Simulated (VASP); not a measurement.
# Te (Im-3m) in VASP: notebook

The runs below take Te through single point, with LDA.

All numbers are computed with VASP 6.6.1; they aren't measurements. Logs are shortened: lines on timing, memory, paths and dates and some standing lists are left out, and cuts for length are marked.

**1. The cell of the first run**

Symmetry: Im-3m, No. 229, cubic system. Conventional cell: a = 3.762 Å, b = 3.762 Å, c = 3.762 Å, α = 90.00°, β = 90.00°, γ = 90.00°. Within 4.3 Å of Te (site symmetry m-3m) lie 14 Te at 3.26 to 3.76 Å.

This isn't the form of Te at room conditions, which is trigonal, of chains.

**2. Single point, LDA**

INCAR

```
SYSTEM = Te
ALGO     = Normal         ! electronic algorithm
EDIFF    = 1E-6           ! SCF threshold, eV
ENCUT    = 520            ! plane-wave cutoff, eV
GGA      = CA             ! functional
ISIF     = 2              ! what is computed and relaxed
ISMEAR   = -1             ! smearing method
LASPH    = .True.         ! aspherical terms in the spheres
LCHARG   = .False.        ! write CHGCAR
LREAL    = .False.        ! projectors in reciprocal space
LWAVE    = .False.        ! write WAVECAR
NBANDS   = 9              ! bands
NELM     = 80             ! most SCF steps
PREC     = Accurate       ! precision mode
SIGMA    = 0.1            ! smearing width, eV
```

KPOINTS

```
k-points
0
Gamma
  19 19 19
  0 0 0
```

POSCAR

```
Te
1.0
   -1.8808997586      1.8808997586      1.8808997586
    1.8808997586     -1.8808997586      1.8808997586
    1.8808997586      1.8808997586     -1.8808997586
Te
1
Direct
    0.0000000000      0.0000000000      0.0000000000
```

Potentials or basis: VASP PAW LDA potentials, release 64 (Te).

Run with:

```sh
> cat potpaw_LDA.64/Te/POTCAR > POTCAR
> mpirun -np 1 vasp_std > vasp.out
```

OUTCAR:

```text
SYSTEM = Te
   EDIFF = 1E-6
   ENCUT = 520
   GGA = CA
   ISIF = 2
   ISMEAR = -1
   LASPH = .True.
   LREAL = .False.
   NELM = 80
   PREC = Accurate

 ion  position               nearest neighbor table
   1  0.000  0.000  0.000-

  LATTYP: Found a body centered cubic cell.
 ALAT       =     3.7617995172

  Lattice vectors:

 A1 = (  -1.8808997586,   1.8808997586,   1.8808997586)
 A2 = (   1.8808997586,  -1.8808997586,   1.8808997586)
 A3 = (   1.8808997586,   1.8808997586,  -1.8808997586)

Analysis of symmetry for initial positions (statically):
=====================================================================
 Subroutine PRICEL returns:
 Original cell was already a primitive cell.

 Routine SETGRP: Setting up the symmetry group for a
 body centered cubic supercell.

 Subroutine GETGRP returns: Found 48 space group operations
 (whereof 48 operations were pure point group operations)
 out of a pool of 48 trial point group operations.

The static configuration has the point symmetry O_h .

Analysis of symmetry for dynamics (positions and initial velocities):
=====================================================================
 Subroutine PRICEL returns:
 Original cell was already a primitive cell.

 Routine SETGRP: Setting up the symmetry group for a
 body centered cubic supercell.

 Subroutine GETGRP returns: Found 48 space group operations
 (whereof 48 operations were pure point group operations)
 out of a pool of 48 trial point group operations.

The dynamic configuration has the point symmetry O_h .

 Subroutine INISYM returns: Found 48 space group operations
 (whereof 48 operations are pure point group operations),
 and found     1 'primitive' translations

----------------------------------------------------------------------------------------

                                     Primitive cell

  volume of cell :      26.6169

  direct lattice vectors                    reciprocal lattice vectors
    -1.880899759  1.880899759  1.880899759     0.000000000  0.265830222  0.265830222
     1.880899759 -1.880899759  1.880899759     0.265830222  0.000000000  0.265830222
     1.880899759  1.880899759 -1.880899759     0.265830222  0.265830222  0.000000000

  length of vectors
     3.257813946  3.257813946  3.257813946     0.375940705  0.375940705  0.375940705

  position of ions in fractional coordinates (direct lattice)
     0.000000000  0.000000000  0.000000000

  ion indices of the primitive-cell ions
   primitive index   ion index
                 1           1

----------------------------------------------------------------------------------------

 KPOINTS: k-points

Automatic generation of k-mesh.
 Grid dimensions read from file:
 generate k-points for:   19   19   19

 Generating k-lattice:

  Cartesian coordinates                     Fractional coordinates (reciprocal lattice)
     0.000000000  0.013991064  0.013991064     0.052631579  0.000000000  0.000000000
     0.013991064  0.000000000  0.013991064     0.000000000  0.052631579  0.000000000
     0.013991064  0.013991064  0.000000000     0.000000000  0.000000000  0.052631579

  Length of vectors
     0.019786353  0.019786353  0.019786353

  Shift w.r.t. Gamma in fractional coordinates (k-lattice)
     0.000000000  0.000000000  0.000000000

 Subroutine IBZKPT returns following result:
 ===========================================

 Found    220 irreducible k-points:

 Following reciprocal coordinates:
            Coordinates               Weight
  0.000000  0.000000  0.000000      1.000000
  0.052632  0.000000  0.000000     12.000000
  0.105263  0.000000  0.000000     12.000000
  0.157895  0.000000  0.000000     12.000000
  0.210526  0.000000  0.000000     12.000000
  0.263158  0.000000  0.000000     12.000000
[... 16 lines left out ...]
  0.263158  0.105263  0.000000     48.000000
  0.315789  0.105263  0.000000     48.000000
 [... further k-points ...]
   k-points           NKPTS =    220   k-points in BZ     NKDIM =    220   number of bands    NBANDS=      9
   number of dos      NEDOS =    301   number of ions     NIONS =      1
   total plane-waves  NPLWV =  13824
   dimension x,y,z NGX =    24 NGY =   24 NGZ =   24
   dimension x,y,z NGXF=    48 NGYF=   48 NGZF=   48
   ions per type =               1
   NGX,Y,Z   is equivalent  to a cutoff of  12.25, 12.25, 12.25 a.u.
   NGXF,Y,Z  is equivalent  to a cutoff of  24.49, 24.49, 24.49 a.u.
 SYSTEM =  Te
   PREC   = accura    normal or accurate (medium, high low for compatibility)
   ISTART =      0    job   : 0-new  1-cont  2-samecut
   ICHARG =      2    charge: 1-file 2-atom 10-const
   ISPIN  =      1    spin polarized calculation?
   LNONCOLLINEAR =      F non collinear calculations
   LSORBIT =      F    spin-orbit coupling
   LASPH  =      T    aspherical Exc in radial PAW
   ENCUT  =  520.0 eV  38.22 Ry    6.18 a.u.   6.06  6.06  6.06*2*pi/ulx,y,z
   NELM   =     80;   NELMIN=  2; NELMDL= -5     # of ELM steps
   EDIFF  = 0.1E-05   stopping-criterion for ELM
   LREAL  =      F    real-space projection
   EDIFFG = 0.1E-04   stopping-criterion for IOM
   NSW    =      0    number of steps for IOM
   IBRION =     -1    ionic relax: 0-MD 1-quasi-New 2-CG
   NFREE  =      0    steps in history (QN), initial steepest desc. (CG)
   ISIF   =      2    stress and relaxation
   ISYM   =      2    0-nonsym 1-usesym 2-fastsym
   POTIM  = 0.5000    time-step for ionic-motion
   TEBEG  =    0.0;   TEEND  =   0.0 temperature during run
   PSTRESS=    0.0 pullay stress
   NELECT =       6.0000    total number of electrons
   NUPDOWN=      -1.0000    fix difference up-down
   EMIN   =  10.00;   EMAX   =-10.00  energy-range for DOS
   EFERMI =   0.00;   METHOD = LEGACY
   ISMEAR =    -1;   SIGMA  =   0.10  broadening in eV -4-tet -1-fermi 0-gaus
   EFERMI_NEDOS =   21; number of points for ismear=-14 and -15
   IALGO  =     38    algorithm
   IMIX   =      4    mixing-type and parameters
     AMIX     =   0.40;   BMIX     =  1.00
     AMIX_MAG =   1.60;   BMIX_MAG =  1.00
  volume/ion in A,a.u.               =      26.62       179.62
  Fermi-wavevector in a.u.,A,eV,Ry     =   0.996337  1.882804 13.506333  0.992687
  Thomas-Fermi vector in A             =   2.128419
   LORBIT       =      0    0 simple, 1 ext, 2 COOP (PROOUT), +10 PAW based schemes
   GGA     = CA    functional components
   LHFCALC =     F    Hartree Fock is set to
   AEXX    =    0.0000 exact exchange contribution
   IVDW    =     0    specifies the selected vdW correction
   LEPSILON=     F    determine dielectric tensor
   LRPA    =     F    only Hartree local field effects (RPA)
 non-spin polarized calculation
  energy-cutoff  :      520.00
  volume of cell :       26.62
 maximum number of plane-waves:       730
   NGX = 13   NGY = 13   NGZ = 13

 number of electron       5.9999999 magnetization

 Free energy of the ion-electron system (eV)
  ---------------------------------------------------
  ext. energy  EPLUGINS =         0.00000000
  ---------------------------------------------------
  free energy    TOTEN  =        -3.59290593 eV

  energy without entropy =       -3.56827551  energy(sigma->0) =       -3.58059072

 E-fermi :   8.7215     XC(G=0): -10.5237

 val. band max:        8.7173703801   @ k =   0.2105   0.1053   0.0526
 cond. band min:       8.7417746870   @ k =  -0.4211   0.4211   0.0526
 fundamental gap:      0.0244043069
 Fermi energy:         8.7214950108

 k-point     1 :       0.0000    0.0000    0.0000
  band No.  band energies     occupation
      1      -5.7395      2.00000
      2      11.9908      0.00000
      3      11.9908      0.00000
      4      11.9908      0.00000
      5      18.6657      0.00000
      6      18.6657      0.00000
      7      18.6657      0.00000
      8      19.3000      0.00000
      9      20.5981      0.00000

 k-point     2 :       0.0526    0.0000    0.0000
  band No.  band energies     occupation
      1      -5.6852      2.00000
      2      11.5870      0.00000
      3      11.8425      0.00000
      4      11.9601      0.00000
      5      18.3339      0.00000
      6      18.3915      0.00000
      7      18.8969      0.00000
      8      19.6141      0.00000
      9      19.9529      0.00000

 k-point     3 :       0.1053    0.0000    0.0000
  band No.  band energies     occupation
      1      -5.5229      2.00000
      2      10.5729      0.00000
      3      11.4556      0.00000
      4      11.8699      0.00000
      5      17.6149      0.00000
      6      17.7186      0.00000
      7      19.5317      0.00000
      8      19.7392      0.00000
      9      19.7919      0.00000

 k-point     4 :       0.1579    0.0000    0.0000
  band No.  band energies     occupation
      1      -5.2549      2.00000
      2       9.2606      0.00907
      3      10.9454      0.00000
      4      11.7281      0.00000
      5      16.7819      0.00000
      6      17.1021      0.00000
      7      19.5467      0.00000
      8      19.9492      0.00000
      9      20.4544      0.00000
[... 205 lines left out ...]
 k-point    22 :       0.2105    0.1053   -0.0000
  band No.  band energies     occupation
      1      -4.2733      2.00000
      2       6.3752      2.00000
      3       9.2129      0.01458
      4      10.8328      0.00000
      5      15.9470      0.00000
      6      16.8564      0.00000
      7      19.1189      0.00000
      8      21.5404      0.00000
      9      22.0972      0.00000

 k-point    23 :       0.2632    0.1053    0.0000
  band No.  band energies     occupation
      1      -3.7436      2.00000
      2       5.1455      2.00000
      3       8.6863      1.17412
      4      10.6042      0.00000
      5      15.5494      0.00000
      6      16.7273      0.00000
      7      19.2973      0.00000
      8      22.5661      0.00000
      9      22.8366      0.00000

 k-point    24 :       0.3158    0.1053    0.0000
  band No.  band energies     occupation
      1      -3.1759      2.00000
      2       4.0181      2.00000
      3       8.2902      1.97356
      4      10.4149      0.00000
      5      15.2437      0.00000
      6      16.6024      0.00000
      7      19.6828      0.00000
      8      23.1132      0.00000
      9      23.6676      0.00000

 [... further k-points ...]
[... 5 lines left out ...]
  --------------------------------------------------------------------------------------
  -------------------------------------------------------------------------------------
  Total        0.0285778      0.0285778      0.0285778      0.0000000     -0.0000000      0.0000000
  in kB        1.7202164      1.7202164      1.7202164      0.0000000     -0.0000000      0.0000000
  external PRESSURE =       1.7202164 kB  Pullay stress =       0.0000000 kB

 VOLUME and BASIS-vectors are now :
 -----------------------------------------------------------------------------
  energy-cutoff  :      520.00
  volume of cell :       26.62
      direct lattice vectors                 reciprocal lattice vectors
    -1.880899759  1.880899759  1.880899759     0.000000000  0.265830222  0.265830222
     1.880899759 -1.880899759  1.880899759     0.265830222  0.000000000  0.265830222
     1.880899759  1.880899759 -1.880899759     0.265830222  0.265830222  0.000000000

 POSITION                                       TOTAL-FORCE (eV/Angst)
 -----------------------------------------------------------------------------------
      0.00000      0.00000      0.00000        -0.000000      0.000000      0.000000
 -----------------------------------------------------------------------------------
    total drift:                                0.000000     -0.000000     -0.000000

  FREE ENERGIE OF THE ION-ELECTRON SYSTEM (eV)
  ---------------------------------------------------
  free  energy   TOTEN  =        -3.5929059309 eV

  energy  without entropy=       -3.5682755080  energy(sigma->0) =       -3.58059072
```

Run time: 44 s. Hardware: 1 thread of Intel Xeon 8259CL, shared host; peak memory 0.17 GiB.

What came out:

```
Free energy            : -3.5929 eV
Pressure               : 0.2 GPa
Band gap on the k mesh : zero (bands 3 and 4 overlap by 6.45 eV)
```

Levels at points of the mesh, in eV from the Fermi level:
```tsv
k point	band 1	band 2	band 3	band 4	band 5	band 6
(0.00, 0.00, 0.00)	-14.46	3.27	3.27	3.27	9.94	9.94
```

Caveat: spin-orbit coupling is left out, which moves the levels of the heavy elements.

**3. Single point, LDA, non-collinear spin, zero start, spin-orbit coupling**

INCAR

```
  PREC = Accurate
  ENCUT = 520
  EDIFF = 1E-6
  ISMEAR = -1
  SIGMA = 0.1
  LREAL = False
  LASPH = True
  NELM = 150
  ALGO = Normal
  ISIF = 2
  LWAVE = False
  LCHARG = False
  LNONCOLLINEAR = True
  MAGMOM = 0 0 0
  LORBIT = 11
  LSORBIT = True
  GGA_COMPAT = False
  LORBMOM = True
  GGA = CA
  NBANDS = 17
```

KPOINTS

```
Automatic mesh
0
Gamma
  12 12 12
```

POSCAR is that of step 2.

Potentials or basis: VASP PAW LDA potentials, release 64 (Te).

Run with:

```sh
> cat potpaw_LDA.64/Te/POTCAR > POTCAR
> mpirun -np 1 vasp_ncl > vasp.out
```

It took 78 s on 1 thread of Intel Xeon 8259CL, shared host; peak memory 0.2 GiB.

It converged, with:

* Free energy: -3.7337 eV
* Pressure: 0.2 GPa
* Net moment: 0.00 μB per cell
* Valence electrons inside the program's atomic spheres: Te 3.28

Moments on the atoms (μB; x, y, z):
```
Te  0.00 0.00 0.00
```
